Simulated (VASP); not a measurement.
# Re (P6_3/mmc) in VASP: a series of runs, part 2 of 2

VASP 6.6.1. The steps go on from the part before.

## 3. Single point, PBE

The input, INCAR:

```
SYSTEM = Re
ALGO     = Normal         ! electronic algorithm
EDIFF    = 1E-6           ! SCF threshold, eV
ENCUT    = 520            ! plane-wave cutoff, eV
GGA      = PE             ! functional
ISIF     = 2              ! what is computed and relaxed
ISMEAR   = -1             ! smearing method
LASPH    = .TRUE.         ! aspherical terms in the spheres
LCHARG   = .FALSE.        ! write CHGCAR
LREAL    = .FALSE.        ! projectors in reciprocal space
LWAVE    = .FALSE.        ! write WAVECAR
NBANDS   = 22             ! bands
NELM     = 60             ! most SCF steps
PREC     = Accurate       ! precision mode
SIGMA    = 0.05           ! smearing width, eV
```

The input, KPOINTS:

```
k-points
0
G
  11 11 3
  0 0 0
```

The input, POSCAR:

```
Re
1.0
    2.7737431424      0.0000000000      0.0000000000
   -1.3868715712      2.4021320249      0.0000000000
    0.0000000000      0.0000000000      8.9720661572
Re
4
Direct
    0.6666666667      0.3333333333      0.7500000000
    0.0000000000      0.0000000000      0.5000000000
    0.3333333333      0.6666666667      0.2500000000
    0.0000000000      0.0000000000      0.0000000000
```

Potentials or basis: VASP PAW PBE potentials, release 64 (Re).

Started as:

```bash
$ cat potpaw_PBE.64/Re/POTCAR > POTCAR
$ mpirun -np 1 vasp_std > vasp.out
```

OUTCAR:

```text
SYSTEM = Re
   EDIFF = 1E-6
   ENCUT = 520
   GGA = PE
   ISIF = 2
   ISMEAR = -1
   LASPH = .TRUE.
   LREAL = .FALSE.
   NELM = 60
   PREC = Accurate

 ion  position               nearest neighbor table
   1  0.667  0.333  0.750-   2 2.76   4 2.76   2 2.76   4 2.76   2 2.76   4 2.76
   2  0.000  0.000  0.500-   1 2.76   3 2.76   1 2.76   3 2.76   1 2.76   3 2.76
   3  0.333  0.667  0.250-   2 2.76   4 2.76   2 2.76   4 2.76   2 2.76   4 2.76
   4  0.000  0.000  0.000-   1 2.76   3 2.76   1 2.76   3 2.76   1 2.76   3 2.76

  LATTYP: Found a hexagonal cell.
 ALAT       =     2.7737431424
 C/A-ratio  =     3.2346420330

  Lattice vectors:

 A1 = (   2.7737431424,   0.0000000000,   0.0000000000)
 A2 = (  -1.3868715712,   2.4021320249,   0.0000000000)
 A3 = (   0.0000000000,   0.0000000000,   8.9720661572)

Analysis of symmetry for initial positions (statically):
=====================================================================
 Subroutine PRICEL returns:
 Original cell was already a primitive cell.

 Routine SETGRP: Setting up the symmetry group for a
 hexagonal supercell.

 Subroutine GETGRP returns: Found 24 space group operations
 (whereof 12 operations were pure point group operations)
 out of a pool of 24 trial point group operations.

The static configuration has the point symmetry D_3d.
 The point group associated with its full space group is D_6h.

Analysis of symmetry for dynamics (positions and initial velocities):
=====================================================================
 Subroutine PRICEL returns:
 Original cell was already a primitive cell.

 Routine SETGRP: Setting up the symmetry group for a
 hexagonal supercell.

 Subroutine GETGRP returns: Found 24 space group operations
 (whereof 12 operations were pure point group operations)
 out of a pool of 24 trial point group operations.

The dynamic configuration has the point symmetry D_3d.
 The point group associated with its full space group is D_6h.

 Subroutine INISYM returns: Found 24 space group operations
 (whereof 12 operations are pure point group operations),
 and found     1 'primitive' translations

----------------------------------------------------------------------------------------

                                     Primitive cell

  volume of cell :      59.7800

  direct lattice vectors                    reciprocal lattice vectors
     2.773743142  0.000000000  0.000000000     0.360523649  0.208148426  0.000000000
    -1.386871571  2.402132025  0.000000000     0.000000000  0.416296852  0.000000000
     0.000000000  0.000000000  8.972066157     0.000000000  0.000000000  0.111457047

  length of vectors
     2.773743142  2.773743142  8.972066157     0.416296852  0.416296852  0.111457047

  position of ions in fractional coordinates (direct lattice)
     0.666666667  0.333333333  0.750000000
     0.000000000  0.000000000  0.500000000
     0.333333333  0.666666667  0.250000000
     0.000000000  0.000000000  0.000000000

  ion indices of the primitive-cell ions
   primitive index   ion index
                 1           1
                 2           2
                 3           3
                 4           4

----------------------------------------------------------------------------------------
[... 24 lines left out ...]

 Following reciprocal coordinates:
            Coordinates               Weight
  0.000000  0.000000  0.000000      1.000000
  0.090909 -0.000000  0.000000      6.000000
  0.181818  0.000000  0.000000      6.000000
  0.272727 -0.000000  0.000000      6.000000
  0.363636 -0.000000  0.000000      6.000000
  0.454545 -0.000000  0.000000      6.000000
[... 16 lines left out ...]
  0.090909  0.090909  0.333333     12.000000
  0.181818  0.090909  0.333333     24.000000
 [... further k-points ...]
   k-points           NKPTS =     32   k-points in BZ     NKDIM =     32   number of bands    NBANDS=     22
   number of dos      NEDOS =    301   number of ions     NIONS =      4
   total plane-waves  NPLWV =  40320
   dimension x,y,z NGX =    24 NGY =   24 NGZ =   70
   dimension x,y,z NGXF=    48 NGYF=   48 NGZF=  140
   ions per type =               4
   NGX,Y,Z   is equivalent  to a cutoff of  14.38, 14.38, 12.97 a.u.
   NGXF,Y,Z  is equivalent  to a cutoff of  28.77, 28.77, 25.94 a.u.
 SYSTEM =  Re
   PREC   = accura    normal or accurate (medium, high low for compatibility)
   ISTART =      0    job   : 0-new  1-cont  2-samecut
   ICHARG =      2    charge: 1-file 2-atom 10-const
   ISPIN  =      1    spin polarized calculation?
   LNONCOLLINEAR =      F non collinear calculations
   LSORBIT =      F    spin-orbit coupling
   LASPH  =      T    aspherical Exc in radial PAW
   ENCUT  =  520.0 eV  38.22 Ry    6.18 a.u.   5.16  5.16 16.68*2*pi/ulx,y,z
   NELM   =     60;   NELMIN=  2; NELMDL= -5     # of ELM steps
   EDIFF  = 0.1E-05   stopping-criterion for ELM
   LREAL  =      F    real-space projection
   EDIFFG = 0.1E-04   stopping-criterion for IOM
   NSW    =      0    number of steps for IOM
   IBRION =     -1    ionic relax: 0-MD 1-quasi-New 2-CG
   NFREE  =      0    steps in history (QN), initial steepest desc. (CG)
   ISIF   =      2    stress and relaxation
   ISYM   =      2    0-nonsym 1-usesym 2-fastsym
   POTIM  = 0.5000    time-step for ionic-motion
   TEBEG  =    0.0;   TEEND  =   0.0 temperature during run
   PSTRESS=    0.0 pullay stress
   NELECT =      28.0000    total number of electrons
   NUPDOWN=      -1.0000    fix difference up-down
   EMIN   =  10.00;   EMAX   =-10.00  energy-range for DOS
   EFERMI =   0.00;   METHOD = LEGACY
   ISMEAR =    -1;   SIGMA  =   0.05  broadening in eV -4-tet -1-fermi 0-gaus
   EFERMI_NEDOS =   21; number of points for ismear=-14 and -15
   IALGO  =     38    algorithm
   IMIX   =      4    mixing-type and parameters
     AMIX     =   0.40;   BMIX     =  1.00
     AMIX_MAG =   1.60;   BMIX_MAG =  1.00
  volume/ion in A,a.u.               =      14.94       100.85
  Fermi-wavevector in a.u.,A,eV,Ry     =   1.271381  2.402561 21.992581  1.616409
  Thomas-Fermi vector in A             =   2.404317
   LORBIT       =      0    0 simple, 1 ext, 2 COOP (PROOUT), +10 PAW based schemes
   GGA     = PE    functional components
   LHFCALC =     F    Hartree Fock is set to
   AEXX    =    0.0000 exact exchange contribution
   IVDW    =     0    specifies the selected vdW correction
   LEPSILON=     F    determine dielectric tensor
   LRPA    =     F    only Hartree local field effects (RPA)
 non-spin polarized calculation
  energy-cutoff  :      520.00
  volume of cell :       59.78
 maximum number of plane-waves:      1629
 NGX is ok and might be reduce to    24
   NGX = 11   NGY = 11   NGZ = 33

 number of electron      27.9999999 magnetization

 Free energy of the ion-electron system (eV)
  ---------------------------------------------------
  ext. energy  EPLUGINS =         0.00000000
  ---------------------------------------------------
  free energy    TOTEN  =       -49.71150476 eV

  energy without entropy =      -49.68718473  energy(sigma->0) =      -49.69934475

 E-fermi :   7.7803     XC(G=0): -13.6441

 val. band max:        7.7739055026   @ k =   0.1818   0.0909   0.3333
 cond. band min:       7.7811866407   @ k =   0.3636   0.2727   0.3333
 fundamental gap:      0.0072811381
 Fermi energy:         7.7802665900

 k-point     1 :       0.0000    0.0000    0.0000
  band No.  band energies     occupation
      1      -2.0648      2.00000
      2       0.2164      2.00000
      3       0.2925      2.00000
      4       1.2004      2.00000
      5       5.2790      2.00000
      6       5.3704      2.00000
[... 589 lines left out ...]
     21      10.7430      0.00000
     22      11.4137      0.00000

 [... further k-points ...]

------------------------ aborting loop because EDIFF is reached ----------------------------------------

  FORCE on cell =-STRESS in cart. coord.  units (eV):
  Direction    XX          YY          ZZ          XY          YZ          ZX
  --------------------------------------------------------------------------------------
  -------------------------------------------------------------------------------------
  Total       -0.1829952     -0.1829952     -0.2272888      0.0000000     -0.0000000      0.0000000
  in kB       -4.9044997     -4.9044997     -6.0916242      0.0000000     -0.0000000      0.0000000
  external PRESSURE =      -5.3002079 kB  Pullay stress =       0.0000000 kB

 VOLUME and BASIS-vectors are now :
 -----------------------------------------------------------------------------
  energy-cutoff  :      520.00
  volume of cell :       59.78
      direct lattice vectors                 reciprocal lattice vectors
     2.773743142  0.000000000  0.000000000     0.360523649  0.208148426  0.000000000
    -1.386871571  2.402132025  0.000000000     0.000000000  0.416296852  0.000000000
     0.000000000  0.000000000  8.972066157     0.000000000  0.000000000  0.111457047

 POSITION                                       TOTAL-FORCE (eV/Angst)
 -----------------------------------------------------------------------------------
      1.38687      0.80071      6.72905         0.000000     -0.000000      0.000000
      0.00000      0.00000      4.48603        -0.000000      0.000000     -0.000000
     -0.00000      1.60142      2.24302        -0.000000      0.000000      0.000000
      0.00000      0.00000      0.00000        -0.000000      0.000000     -0.000000
 -----------------------------------------------------------------------------------
    total drift:                               -0.000000      0.000000      0.000000

  FREE ENERGIE OF THE ION-ELECTRON SYSTEM (eV)
  ---------------------------------------------------
  free  energy   TOTEN  =       -49.7115047637 eV

  energy  without entropy=      -49.6871847340  energy(sigma->0) =      -49.69934475
```

Run time: 88 s. Hardware: 1 thread of Intel Xeon Platinum 8259CL at 2.50GHz (Skylake/Cascade Lake), shared host; peak memory 0.2 GiB.

What came out:

```yaml
Free_energy: -49.7115 eV
Pressure: -0.5 GPa
Band_gap_on_the_k_mesh: zero (bands 14 and 15 overlap by 2.37 eV)
```

Stress tensor (GPa, compression positive):
```
-0.49  0.00  0.00
 0.00 -0.49  0.00
 0.00  0.00 -0.61
```

Caveat: spin-orbit coupling is left out, which moves the levels of the heavy elements.

## 4. Single point, PBE

The input, INCAR:

```
PREC = Accurate ; ENCUT = 520
EDIFF = 1E-6 ; ISMEAR = -1
SIGMA = 0.05 ; LREAL = False
LASPH = True ; NELM = 60
ALGO = Normal ; ISIF = 2
LWAVE = False ; LCHARG = False
GGA = PE ; NBANDS = 22
```

The input, KPOINTS:

```
Automatic mesh
0
Gamma
  11 11 3
```

The input, POSCAR:

```
Re
1.0
    2.7736967581      0.0000000000      0.0000000000
   -1.3868483790      2.4020918549      0.0000000000
    0.0000000000      0.0000000000      8.9710801455
Re
4
Direct
    0.6666666667      0.3333333333      0.7500000000
    0.0000000000      0.0000000000      0.5000000000
    0.3333333333      0.6666666667      0.2500000000
    0.0000000000      0.0000000000      0.0000000000
```

Started as:

```bash
$ cat potpaw_PBE.64/Re/POTCAR > POTCAR
$ mpirun -np 1 vasp_std > vasp.out
```

Wall time 80 s (1 thread of Intel Xeon Platinum 8259CL at 2.50GHz (Skylake/Cascade Lake), shared host); peak memory 0.2 GiB.

It converged, with:

* Free energy: -49.7115 eV
* Pressure: -0.5 GPa
* Band gap on the k mesh: zero (bands 14 and 15 overlap by 2.37 eV)

Levels at points of the mesh, in eV from the Fermi level:
| k point | band 10 | band 11 | band 12 | band 13 | band 14 | band 15 | band 16 | band 17 | band 18 | band 19 |
| --- | --- | --- | --- | --- | --- | --- | --- | --- | --- | --- |
| (0.00, 0.00, 0.00) | -1.85 | -1.61 | -1.19 | -1.19 | -1.09 | -1.09 | 0.48 | 0.64 | 0.64 | 1.49 |

Caveat: spin-orbit coupling is left out, which moves the levels of the heavy elements.

## 5. Single point, PBE

The input, INCAR:

```
SYSTEM = Re
PREC     = Accurate       ! precision mode
ENCUT    = 520            ! plane-wave cutoff, eV
EDIFF    = 1E-7           ! SCF threshold, eV
ISMEAR   = -1             ! smearing method
SIGMA    = 0.05           ! smearing width, eV
LREAL    = .False.        ! projectors in reciprocal space
LASPH    = .True.         ! aspherical terms in the spheres
NELM     = 80             ! most SCF steps
ALGO     = Fast           ! electronic algorithm
ISIF     = 2              ! what is computed and relaxed
LWAVE    = .False.        ! write WAVECAR
LCHARG   = .True.         ! write CHGCAR
GGA      = PE             ! functional
LELF     = .True.         ! ELF
LVHAR    = .True.       
NBANDS   = 22             ! bands
```

The input, KPOINTS:

```
regular mesh
0
Gamma
  11 11 3
  0 0 0
```

The input, POSCAR:

```
Re
1.0
    2.7733041899      0.0000000000      0.0000000000
   -1.3866520949      2.4017518809      0.0000000000
    0.0000000000      0.0000000000      8.9703146641
Re
4
Direct
    0.6666666667      0.3333333333      0.7500000000
    0.0000000000      0.0000000000      0.5000000000
    0.3333333333      0.6666666667      0.2500000000
    0.0000000000      0.0000000000      0.0000000000
```

Started as:

```bash
$ cat potpaw_PBE.64/Re/POTCAR > POTCAR
$ mpirun -np 1 vasp_std > vasp.out
```

Run time: 94 s. Hardware: 1 thread of Intel Xeon Platinum 8259CL at 2.50GHz (Skylake/Cascade Lake), shared host; peak memory 0.2 GiB.

It converged, with:

| Item | Value |
| --- | --- |
| Free energy | -49.7115 eV |
| Pressure | -0.4 GPa |
| Band gap on the k mesh | zero (bands 14 and 15 overlap by 2.37 eV) |

Stress tensor (GPa, compression positive):
```
-0.32  0.00  0.00
 0.00 -0.32  0.00
 0.00  0.00 -0.42
```

Levels at points of the mesh, in eV from the Fermi level:
| k point | band 10 | band 11 | band 12 | band 13 | band 14 | band 15 | band 16 | band 17 | band 18 | band 19 |
| --- | --- | --- | --- | --- | --- | --- | --- | --- | --- | --- |
| (0.00, 0.00, 0.00) | -1.85 | -1.62 | -1.19 | -1.19 | -1.09 | -1.09 | 0.48 | 0.64 | 0.64 | 1.49 |

Caveat: spin-orbit coupling is left out, which moves the levels of the heavy elements.

## 6. Single point, PBE

The input, INCAR:

```
PREC = Accurate ; ENCUT = 520
EDIFF = 1E-6 ; ISMEAR = -1
SIGMA = 0.05 ; LREAL = False
LASPH = True ; NELM = 60
ALGO = Normal ; ISIF = 2
LWAVE = False ; LCHARG = True
GGA = PE ; LELF = True
LVHAR = True ; NBANDS = 22
```

The input, KPOINTS:

```
Automatic mesh
0
Gamma
  11 11 3
```

The input, POSCAR:

```
Re
1.0
    2.7743368174      0.0000000000      0.0000000000
   -1.3871684087      2.4026461625      0.0000000000
    0.0000000000      0.0000000000      8.9728342039
Re
4
Direct
    0.6666666667      0.3333333333      0.7500000000
    0.0000000000      0.0000000000      0.5000000000
    0.3333333333      0.6666666667      0.2500000000
    0.0000000000      0.0000000000      0.0000000000
```

Potentials or basis: VASP PAW PBE potentials, release 64 (Re).

Started as:

```bash
$ cat potpaw_PBE.64/Re/POTCAR > POTCAR
$ mpirun -np 1 vasp_std > vasp.out
```

Run time: 69 s. Hardware: 1 thread of Intel Xeon Platinum 8259CL at 2.50GHz (Skylake/Cascade Lake), shared host; peak memory 0.2 GiB.

Results (log left out):

```
Free energy            : -49.7114 eV
Pressure               : -0.7 GPa
Band gap on the k mesh : zero (bands 14 and 15 overlap by 2.37 eV)
```

Levels at points of the mesh, in eV from the Fermi level:
| k point | band 10 | band 11 | band 12 | band 13 | band 14 | band 15 | band 16 | band 17 | band 18 | band 19 |
| --- | --- | --- | --- | --- | --- | --- | --- | --- | --- | --- |
| (0.00, 0.00, 0.00) | -1.85 | -1.61 | -1.19 | -1.19 | -1.08 | -1.08 | 0.48 | 0.64 | 0.64 | 1.49 |

Caveat: spin-orbit coupling is left out, which moves the levels of the heavy elements.

## 7. Summary

| cell | gap on the mesh (eV) | pressure (GPa) |
| --- | --- | --- |
| a = 2.774, b = 2.774, c = 8.973 Å, angles 90.0, 90.0, 120.0°, 4 atoms | none | -0.7 |
| a = 2.774, b = 2.774, c = 8.972 Å, angles 90.0, 90.0, 120.0°, 4 atoms | none | -0.5 |
| a = 2.774, b = 2.774, c = 8.971 Å, angles 90.0, 90.0, 120.0°, 4 atoms | none | -0.5 |
| a = 2.773, b = 2.773, c = 8.970 Å, angles 90.0, 90.0, 120.0°, 4 atoms | none | -0.4 |

Alike in all rows: task single point; level PBE; potentials or basis VASP PAW PBE potentials, release 64 (Re); no spin polarisation; k mesh 11 × 11 × 3; cutoff (eV) 520; smearing fermi-dirac 0.05 eV.

Caveats: spin-orbit coupling is left out, which moves the levels of the heavy elements.

Absolute energies hang on the potentials; compare differences alone.
